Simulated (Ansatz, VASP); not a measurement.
# One calculation of AlCo, two programs

File INCAR:

```
SYSTEM = AlCo
PREC = Accurate
ENCUT = 690
EDIFF = 1E-6
ISMEAR = 0
SIGMA = 0.15
LREAL = .FALSE.
LASPH = .TRUE.
NELM = 200
ALGO = Normal
ISIF = 2
LWAVE = .FALSE.
LCHARG = .FALSE.
ISPIN = 2
MAGMOM = -0.01 0.16
LORBIT = 11
LMAXMIX = 4
GGA = PE
NBANDS = 21
GGA_COMPAT = .FALSE.
```

File KPOINTS:

```
regular mesh
0
G
  16 16 16
  0 0 0
```

POSCAR

```
AlCo
1.0
    3.0449554668      0.0000000000      0.0000000000
    0.0000000000      3.0449554668      0.0000000000
    0.0000000000      0.0000000000      3.0449554668
Al Co
1 1
Direct
    0.0000000000      0.0000000000      0.0000000000
    0.5000000000      0.5000000000      0.5000000000
```

Input for Ansatz:

```yaml
crystal:
  lattice:
    - [3.0449554668, 0.0, 0.0]
    - [0.0, 3.0449554668, 0.0]
    - [0.0, 0.0, 3.0449554668]
  atoms:
    - { symbol: Al, position: [0.0, 0.0, 0.0], spin: -0.01 }
    - { symbol: Co, position: [0.5, 0.5, 0.5], spin: 0.16 }
basis:
  ecutwfc: 420
kpoints:
  mp_grid: { grid: [16, 16, 16] }
hamiltonian:
  xc: pbe
scf:
  occupations: { method: gaussian, width: 0.15 }
output:
  forces: true
  stress: true
  eigenvalues: true
  populations: true
magnetization:
  spin_polarized: true
```

Change from the starting cell: strain +0.080 along x and y, +0.080 along z, atoms carried along.

Alike in both runs: task single point; functional PBE; k mesh 16 × 16 × 16; occupations gaussian, width 0.15 eV; collinear spin.

|  | VASP | Ansatz |
| --- | --- | --- |
| version | VASP 6.6.1 | Ansatz 0.2.0 |
| potentials or method | VASP PAW PBE potentials, release 64 (Al, Co_sv), cutoff 690 eV | scalar-relativistic, plane waves, PAW |
| valence electrons in the cell | 20 | 20 |

|  | VASP | Ansatz | Ansatz less VASP |
| --- | --- | --- | --- |
| gap on the k mesh at the Fermi level (eV) | none | none | - |
| pressure (GPa) | -23.4 | -22.8 | +0.59 |
| net moment per atom (μB) | 0.00 | 0.07 | +0.072 |
| size of the moment on the site where the two differ most (μB) | 0.00 | 0.18 | +0.185 |

Site moments also hang on the region over which each program counts them. A gap of «none» marks a metal or a gap that the smearing closes. With one functional, cell and mesh, what is left measures potentials, basis and numerics.
